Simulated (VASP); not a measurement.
# SrO (Fm-3m) in VASP: notebook

Runs on SrO. Level: PBE+D3(BJ). Tasks: single point, relaxation of cell and atoms.

Everything below comes from runs of VASP 6.6.1. Logs are shortened: lines on timing, memory, paths and dates and some standing lists are left out, and cuts for length are marked.

### Step 1. The cell of the first run

It takes space group Fm-3m (No. 225, cubic). Conventional cell: a = 5.150 Å, b = 5.150 Å, c = 5.150 Å, α = 90.00°, β = 90.00°, γ = 90.00°. Within 3.4 Å of Sr (site symmetry m-3m) lie 6 O at 2.58 Å. Within 3.4 Å of O (site symmetry m-3m) lie 6 Sr at 2.58 Å.

### Step 2. Single point, PBE+D3(BJ)

The input, INCAR:

```
SYSTEM = SrO
PREC     = Accurate       ! precision mode
ENCUT    = 600            ! plane-wave cutoff, eV
EDIFF    = 1E-6           ! SCF threshold, eV
ISMEAR   = 0              ! smearing method
SIGMA    = 0.02           ! smearing width, eV
LREAL    = .False.        ! projectors in reciprocal space
LASPH    = .True.         ! aspherical terms in the spheres
NELM     = 120            ! most SCF steps
ALGO     = Normal         ! electronic algorithm
ISIF     = 2              ! what is computed and relaxed
LWAVE    = .False.        ! write WAVECAR
LCHARG   = .True.         ! write CHGCAR
GGA      = PE             ! functional
IVDW     = 12             ! dispersion correction
LELF     = .True.         ! ELF
LVHAR    = .True.       
NBANDS   = 15             ! bands
GGA_COMPAT= .False.
```

The input, KPOINTS:

```
regular mesh
0
Gamma
  8 8 8
  0 0 0
```

The input, POSCAR:

```
SrO
1.0
    0.0000000000      2.5751423786      2.5751423786
    2.5751423786      0.0000000000      2.5751423786
    2.5751423786      2.5751423786      0.0000000000
Sr O
1 1
Direct
    0.5000000000      0.5000000000      0.5000000000
    0.0000000000      0.0000000000      0.0000000000
```

Potentials or basis: VASP PAW PBE potentials, release 64 (Sr_sv, O).

Launch:

```console
$ cat potpaw_PBE.64/Sr_sv/POTCAR potpaw_PBE.64/O/POTCAR > POTCAR
$ mpirun -np 1 vasp_std > vasp.out
```

OUTCAR:

```text
SYSTEM = SrO
   PREC = Accurate
   ENCUT = 600
   EDIFF = 1E-6
   ISMEAR = 0
   LREAL = .False.
   LASPH = .True.
   NELM = 120
   ISIF = 2
   GGA = PE
   IVDW = 12
 IVDW          = 12

 ion  position               nearest neighbor table
   1  0.500  0.500  0.500-   2 2.58   2 2.58   2 2.58   2 2.58   2 2.58   2 2.58
   2  0.000  0.000  0.000-   1 2.58   1 2.58   1 2.58   1 2.58   1 2.58   1 2.58

  LATTYP: Found a face centered cubic cell.
 ALAT       =     5.1502847572

  Lattice vectors:

 A1 = (   0.0000000000,   2.5751423786,   2.5751423786)
 A2 = (   2.5751423786,   0.0000000000,   2.5751423786)
 A3 = (   2.5751423786,   2.5751423786,   0.0000000000)

Analysis of symmetry for initial positions (statically):
=====================================================================
 Subroutine PRICEL returns:
 Original cell was already a primitive cell.

 Routine SETGRP: Setting up the symmetry group for a
 face centered cubic supercell.

 Subroutine GETGRP returns: Found 48 space group operations
 (whereof 48 operations were pure point group operations)
 out of a pool of 48 trial point group operations.

The static configuration has the point symmetry O_h .

Analysis of symmetry for dynamics (positions and initial velocities):
=====================================================================
 Subroutine PRICEL returns:
 Original cell was already a primitive cell.

 Routine SETGRP: Setting up the symmetry group for a
 face centered cubic supercell.

 Subroutine GETGRP returns: Found 48 space group operations
 (whereof 48 operations were pure point group operations)
 out of a pool of 48 trial point group operations.

The dynamic configuration has the point symmetry O_h .

 Subroutine INISYM returns: Found 48 space group operations
 (whereof 48 operations are pure point group operations),
 and found     1 'primitive' translations

----------------------------------------------------------------------------------------

                                     Primitive cell

  volume of cell :      34.1534

  direct lattice vectors                    reciprocal lattice vectors
     0.000000000  2.575142379  2.575142379    -0.194164021  0.194164021  0.194164021
     2.575142379  0.000000000  2.575142379     0.194164021 -0.194164021  0.194164021
     2.575142379  2.575142379  0.000000000     0.194164021  0.194164021 -0.194164021

  length of vectors
     3.641801277  3.641801277  3.641801277     0.336301950  0.336301950  0.336301950

  position of ions in fractional coordinates (direct lattice)
     0.500000000  0.500000000  0.500000000
     0.000000000  0.000000000  0.000000000

  ion indices of the primitive-cell ions
   primitive index   ion index
                 1           1
                 2           2

----------------------------------------------------------------------------------------

 KPOINTS: regular mesh

Automatic generation of k-mesh.
 Grid dimensions read from file:
 generate k-points for:    8    8    8

 Generating k-lattice:

  Cartesian coordinates                     Fractional coordinates (reciprocal lattice)
    -0.024270503  0.024270503  0.024270503     0.125000000  0.000000000  0.000000000
     0.024270503 -0.024270503  0.024270503     0.000000000  0.125000000  0.000000000
     0.024270503  0.024270503 -0.024270503     0.000000000  0.000000000  0.125000000

  Length of vectors
     0.042037744  0.042037744  0.042037744

  Shift w.r.t. Gamma in fractional coordinates (k-lattice)
     0.000000000  0.000000000  0.000000000

 Subroutine IBZKPT returns following result:
 ===========================================

 Found     29 irreducible k-points:

 Following reciprocal coordinates:
            Coordinates               Weight
  0.000000  0.000000  0.000000      1.000000
  0.125000  0.000000  0.000000      8.000000
  0.250000  0.000000  0.000000      8.000000
  0.375000  0.000000  0.000000      8.000000
  0.500000  0.000000  0.000000      4.000000
  0.125000  0.125000  0.000000      6.000000
[... 16 lines left out ...]
  0.500000  0.250000  0.125000     48.000000
 -0.375000  0.250000  0.125000     24.000000
 [... further k-points ...]
   k-points           NKPTS =     29   k-points in BZ     NKDIM =     29   number of bands    NBANDS=     15
   number of dos      NEDOS =    301   number of ions     NIONS =      2
   total plane-waves  NPLWV =  27000
   dimension x,y,z NGX =    30 NGY =   30 NGZ =   30
   dimension x,y,z NGXF=    60 NGYF=   60 NGZF=   60
   ions per type =               1   1
   NGX,Y,Z   is equivalent  to a cutoff of  13.69, 13.69, 13.69 a.u.
   NGXF,Y,Z  is equivalent  to a cutoff of  27.39, 27.39, 27.39 a.u.
 SYSTEM =  SrO
   PREC   = accura    normal or accurate (medium, high low for compatibility)
   ISTART =      0    job   : 0-new  1-cont  2-samecut
   ICHARG =      2    charge: 1-file 2-atom 10-const
   ISPIN  =      1    spin polarized calculation?
   LNONCOLLINEAR =      F non collinear calculations
   LSORBIT =      F    spin-orbit coupling
   LASPH  =      T    aspherical Exc in radial PAW
   ENCUT  =  600.0 eV  44.10 Ry    6.64 a.u.   7.27  7.27  7.27*2*pi/ulx,y,z
   NELM   =    120;   NELMIN=  2; NELMDL= -5     # of ELM steps
   EDIFF  = 0.1E-05   stopping-criterion for ELM
   LREAL  =      F    real-space projection
   EDIFFG = 0.1E-04   stopping-criterion for IOM
   NSW    =      0    number of steps for IOM
   IBRION =     -1    ionic relax: 0-MD 1-quasi-New 2-CG
   NFREE  =      0    steps in history (QN), initial steepest desc. (CG)
   ISIF   =      2    stress and relaxation
   ISYM   =      2    0-nonsym 1-usesym 2-fastsym
   POTIM  = 0.5000    time-step for ionic-motion
   TEBEG  =    0.0;   TEEND  =   0.0 temperature during run
   PSTRESS=    0.0 pullay stress
   NELECT =      16.0000    total number of electrons
   NUPDOWN=      -1.0000    fix difference up-down
   EMIN   =  10.00;   EMAX   =-10.00  energy-range for DOS
   EFERMI =   0.00;   METHOD = LEGACY
   ISMEAR =     0;   SIGMA  =   0.02  broadening in eV -4-tet -1-fermi 0-gaus
   EFERMI_NEDOS =   21; number of points for ismear=-14 and -15
   IALGO  =     38    algorithm
   IMIX   =      4    mixing-type and parameters
     AMIX     =   0.40;   BMIX     =  1.00
     AMIX_MAG =   1.60;   BMIX_MAG =  1.00
  volume/ion in A,a.u.               =      17.08       115.24
  Fermi-wavevector in a.u.,A,eV,Ry     =   1.271463  2.402716 21.995411  1.616617
  Thomas-Fermi vector in A             =   2.404394
   LORBIT       =      0    0 simple, 1 ext, 2 COOP (PROOUT), +10 PAW based schemes
   GGA     = PE    functional components
   LHFCALC =     F    Hartree Fock is set to
   AEXX    =    0.0000 exact exchange contribution
   IVDW    =    12    specifies the selected vdW correction
   LEPSILON=     F    determine dielectric tensor
   LRPA    =     F    only Hartree local field effects (RPA)
 non-spin polarized calculation
 Gauss-broadening in eV      SIGMA  =   0.02
  energy-cutoff  :      600.00
  volume of cell :       34.15
 maximum number of plane-waves:      1158
 NGX is ok and might be reduce to    30
   NGX = 15   NGY = 15   NGZ = 15

 number of electron      15.9999997 magnetization

 Free energy of the ion-electron system (eV)
  ---------------------------------------------------
  ext. energy  EPLUGINS =         0.00000000
  ---------------------------------------------------
  free energy    TOTEN  =       -12.04635464 eV

  energy without entropy =      -12.04635464  energy(sigma->0) =      -12.04635464

 E-fermi :   1.8338     XC(G=0): -10.0034

 val. band max:        1.6393210810   @ k =   0.0000   0.0000   0.0000
 cond. band min:       4.9080076951   @ k =   0.5000   0.5000   0.0000
 fundamental gap:      3.2686866141
 Fermi energy:         1.8338382521

 k-point     1 :       0.0000    0.0000    0.0000
  band No.  band energies     occupation
      1     -30.7657      2.00000
      2     -13.4448      2.00000
      3     -12.4086      2.00000
      4     -12.4086      2.00000
      5     -12.4086      2.00000
      6       1.6393      2.00000
      7       1.6393      2.00000
      8       1.6393      2.00000
      9       5.5888      0.00000
     10       7.8404      0.00000
     11       7.8404      0.00000
     12       7.8404      0.00000
     13       9.9967      0.00000
     14       9.9967      0.00000
     15      14.3287      0.00000

 k-point     2 :       0.1250    0.0000    0.0000
  band No.  band energies     occupation
      1     -30.7462      2.00000
      2     -13.8130      2.00000
      3     -12.4207      2.00000
      4     -12.4207      2.00000
      5     -12.0886      2.00000
      6       1.1886      2.00000
      7       1.4440      2.00000
      8       1.4440      2.00000
      9       6.2842      0.00000
     10       7.6921      0.00000
     11       8.1443      0.00000
     12       8.1443      0.00000
     13      10.4006      0.00000
     14      10.4006      0.00000
     15      15.3179      0.00000

 k-point     3 :       0.2500    0.0000    0.0000
  band No.  band energies     occupation
      1     -30.6987      2.00000
      2     -14.3820      2.00000
      3     -12.4495      2.00000
      4     -12.4495      2.00000
      5     -11.6361      2.00000
      6       0.3676      2.00000
      7       1.0221      2.00000
      8       1.0221      2.00000
      9       7.6089      0.00000
     10       7.8350      0.00000
     11       8.9686      0.00000
     12       8.9686      0.00000
     13      11.4108      0.00000
     14      11.4108      0.00000
     15      17.2870      0.00000
[... 343 lines left out ...]
 k-point    23 :       0.5000    0.2500    0.1250
  band No.  band energies     occupation
      1     -30.6260      2.00000
      2     -14.5744      2.00000
      3     -12.7674      2.00000
      4     -12.5803      2.00000
      5     -11.6037      2.00000
      6       0.1075      2.00000
      7       0.7121      2.00000
      8       1.1188      2.00000
      9       7.1932      0.00000
     10       8.7931      0.00000
     11      10.5108      0.00000
     12      10.6852      0.00000
     13      12.6632      0.00000
     14      13.6238      0.00000
     15      15.8807      0.00000

 k-point    24 :      -0.3750    0.2500    0.1250
  band No.  band energies     occupation
      1     -30.6100      2.00000
      2     -14.6412      2.00000
      3     -12.7899      2.00000
      4     -12.6335      2.00000
      5     -11.5743      2.00000
      6       0.0713      2.00000
      7       0.7797      2.00000
      8       0.8552      2.00000
      9       7.9900      0.00000
     10       8.3538      0.00000
     11      10.9034      0.00000
     12      11.1015      0.00000
     13      13.1833      0.00000
     14      14.5130      0.00000
     15      14.9331      0.00000

 [... further k-points ...]

------------------------ aborting loop because EDIFF is reached ----------------------------------------

 Edisp (eV)   -0.48904

 E8    (eV) :    -0.2384

  FORCE on cell =-STRESS in cart. coord.  units (eV):
  Direction    XX          YY          ZZ          XY          YZ          ZX
  --------------------------------------------------------------------------------------
  -------------------------------------------------------------------------------------
  Total       0.09156     0.09156     0.09156     0.00000     0.00000     0.00000
  in kB       4.29498     4.29498     4.29498     0.00000     0.00000     0.00000
  external pressure =        4.29 kB  Pullay stress =        0.00 kB

 VOLUME and BASIS-vectors are now :
 -----------------------------------------------------------------------------
  energy-cutoff  :      600.00
  volume of cell :       34.15
      direct lattice vectors                 reciprocal lattice vectors
     0.000000000  2.575142379  2.575142379    -0.194164021  0.194164021  0.194164021
     2.575142379  0.000000000  2.575142379     0.194164021 -0.194164021  0.194164021
     2.575142379  2.575142379  0.000000000     0.194164021  0.194164021 -0.194164021

 POSITION                                       TOTAL-FORCE (eV/Angst)
 -----------------------------------------------------------------------------------
      2.57514      2.57514      2.57514        -0.000000     -0.000000     -0.000000
      0.00000      0.00000      0.00000         0.000000      0.000000      0.000000
 -----------------------------------------------------------------------------------
    total drift:                               -0.000000      0.000000      0.000000

  FREE ENERGIE OF THE ION-ELECTRON SYSTEM (eV)
  ---------------------------------------------------
  free  energy   TOTEN  =       -12.5353944117 eV

  energy  without entropy=      -12.5353944117  energy(sigma->0) =      -12.53539441
```

Wall time 22 s (1 thread of AMD EPYC 7R43 (Zen 3), shared host); peak memory 0.16 GiB.

Results:

```yaml
Free_energy: -12.5354 eV
Pressure: 0.4 GPa
Band_gap_on_the_k_mesh: 3.27 eV, indirect (least direct gap 3.36 eV)
Dispersion_energy_per_atom: -0.245 eV
```

### Step 3. Relaxation of cell and atoms, PBE+D3(BJ)

This run uses another cell than the first one, of 17.25 Å³/atom, 1.010 times its volume.

The input, INCAR:

```
SYSTEM = SrO
PREC = Accurate ; ENCUT = 600
EDIFF = 1E-7 ; ISMEAR = 0
SIGMA = 0.02 ; LREAL = .False.
LASPH = .True. ; NELM = 120
ALGO = Normal ; ISIF = 3
LWAVE = .False. ; LCHARG = .False.
GGA = PE ; IVDW = 12
IBRION = 2 ; NSW = 70
EDIFFG = -0.02 ; GGA_COMPAT = .False.
NELMIN = 4
```

The input, KPOINTS:

```
Automatic mesh
0
Gamma
  8 8 8
  0 0 0
```

The input, POSCAR:

```
SrO
1.0
    0.0000000000      2.5837850000      2.5837850000
    2.5837850000      0.0000000000      2.5837850000
    2.5837850000      2.5837850000      0.0000000000
Sr O
1 1
Direct
    0.5000000000      0.5000000000      0.5000000000
    0.0000000000      0.0000000000      0.0000000000
```

Potentials or basis: VASP PAW PBE potentials, release 64 (Sr_sv, O).

Launch:

```console
$ cat potpaw_PBE.64/Sr_sv/POTCAR potpaw_PBE.64/O/POTCAR > POTCAR
$ mpirun -np 1 vasp_std > vasp.out
```

Wall time 43 s (1 thread of AMD EPYC 7R43 (Zen 3), shared host); peak memory 0.16 GiB.

Results (log left out):

| Quantity | Value |
| --- | --- |
| Free energy | -12.5360 eV |
| Relaxed volume | 17.16 Å³/atom |
| Relaxed cell | a = 3.647 Å, b = 3.647 Å, c = 3.647 Å, α = 60.00°, β = 60.00°, γ = 60.00° |
| Space group after relaxing (to 0.05 Å) | Fm-3m (No. 225) |
| Energy gained by relaxing | 0.1 meV/atom |
| Ionic steps | 3 |
| Pressure after relaxing | 0.0 GPa |
| Band gap on the k mesh | 3.27 eV, indirect (least direct gap 3.37 eV) |
| Dispersion energy per atom | -0.243 eV |

The path:
| step | energy change (eV) | largest force (eV/Å) | pressure (GPa) | volume (Å³) |
| --- | --- | --- | --- | --- |
| 1 | 0.0000 | 0.0000 | -0.48 | 34.50 |
| 2 | -0.0002 | 0.0000 | 0.19 | 34.24 |
| 3 | -0.0003 | 0.0000 | 0.00 | 34.31 |

Final structure:
```yaml
crystal:
  lattice:
    - [0.00000, 2.57910, 2.57910]
    - [2.57910, 0.00000, 2.57910]
    - [2.57910, 2.57910, 0.00000]
  atoms:
    - { symbol: Sr, position: [0.50000, 0.50000, 0.50000] }
    - { symbol: O, position: [0.00000, 0.00000, 0.00000] }
```

Levels at points of the mesh, in eV from the valence-band top:
| k point | band 6 | band 7 | band 8 | band 9 | band 10 | band 11 |
| --- | --- | --- | --- | --- | --- | --- |
| (0.00, 0.00, 0.00) | 0.00 | 0.00 | 0.00 | 3.92 | 6.19 | 6.19 |
| (0.50, 0.00, 0.00) | -2.15 | -1.12 | -1.12 | 6.51 | 8.38 | 8.79 |
| (0.50, 0.50, 0.00) | -0.45 | -0.09 | -0.09 | 3.27 | 7.73 | 10.11 |

A k mesh can miss the band edges.
